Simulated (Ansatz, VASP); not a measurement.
**LiH in VASP and in Ansatz**

POSCAR

```
LiH
1.0
    2.7560389747      0.0000000000      0.0000000000
   -1.3780194873      2.3867997659      0.0000000000
    0.0000000000      0.0000000000      2.5344731057
Li H
1 1
Direct
    0.6666666667      0.3333333333      0.0000000000
    0.0000000000      0.0000000000      0.5000000000
```

Contents of INCAR.step1:

```
PREC = Accurate
ENCUT = 520
ISMEAR = 0
SIGMA = 0.02
LREAL = False
LASPH = True
NELM = 60
NBANDS = 9
GGA = PE
ALGO = Normal
EDIFF = 1E-4
LWAVE = True
LCHARG = False
```

File INCAR.step2:

```
PREC = Accurate
ENCUT = 520
EDIFF = 1E-6
ISMEAR = 0
SIGMA = 0.02
LREAL = False
LASPH = True
NELM = 60
ALGO = Normal
ISIF = 2
LWAVE = False
LCHARG = False
METAGGA = R2SCAN
LMIXTAU = True
NBANDS = 9
ISTART = 1
```

File KPOINTS:

```
regular mesh
0
Gamma
  12 12 10
```

Input for Ansatz:

```yaml
crystal:
  lattice:
    - [2.7560389747, 0.0, 0.0]
    - [-1.3780194873, 2.3867997659, 0.0]
    - [0.0, 0.0, 2.5344731057]
  atoms:
    - { symbol: Li, position: [0.6666666667, 0.3333333333, 0.0] }
    - { symbol: H, position: [0.0, 0.0, 0.5] }
basis:
  ecutwfc: 500
kpoints:
  mp_grid: { grid: [12, 12, 10] }
  band_path:
    path:
      - [[0.0, 0.0, 0.0], [0.5, 0.0, 0.0], [0.33333333, 0.33333333, 0.0], [0.0, 0.0, 0.0], [0.0, 0.0, 0.5], [0.5, 0.0, 0.5], [0.33333333, 0.33333333, 0.5], [0.0, 0.0, 0.5]]
      - [[0.5, 0.0, 0.5], [0.5, 0.0, 0.0]]
      - [[0.33333333, 0.33333333, 0.5], [0.33333333, 0.33333333, 0.0]]
    npoints: 14
hamiltonian:
  xc: r2scan
scf:
  occupations: { method: gaussian, width: 0.02 }
  n_extra_bands: 6
output:
  forces: true
  stress: true
  eigenvalues: true
  populations: true
  dos: { projected: true, de: 0.02, nscf_kmesh: { grid: [18, 18, 15] } }
  bader: true
```

Alike in both runs: task single point; functional r2SCAN; k mesh 12 × 12 × 10; occupations gaussian, width 0.02 eV; no spin polarisation.

|  | VASP | Ansatz |
| --- | --- | --- |
| version | VASP 6.6.1 | Ansatz 0.2.0 |
| potentials or method | VASP PAW PBE potentials, release 64 (Li_sv, H), cutoff 520 eV | scalar-relativistic, plane waves, PAW |
| valence electrons in the cell | 4 | 4 |

|  | VASP | Ansatz | Ansatz less VASP |
| --- | --- | --- | --- |
| gap on the k mesh at the Fermi level (eV) | 2.42 | 2.45 | +0.034 |
| least direct gap on the mesh (eV) | 5.50 | 5.51 | +0.016 |

VASP's potentials were made for PBE, not for r2SCAN. With one functional, cell and mesh, what is left measures potentials, basis and numerics.

Noted on VASP's run: the cutoff is short for stress, so the pressure is rough.
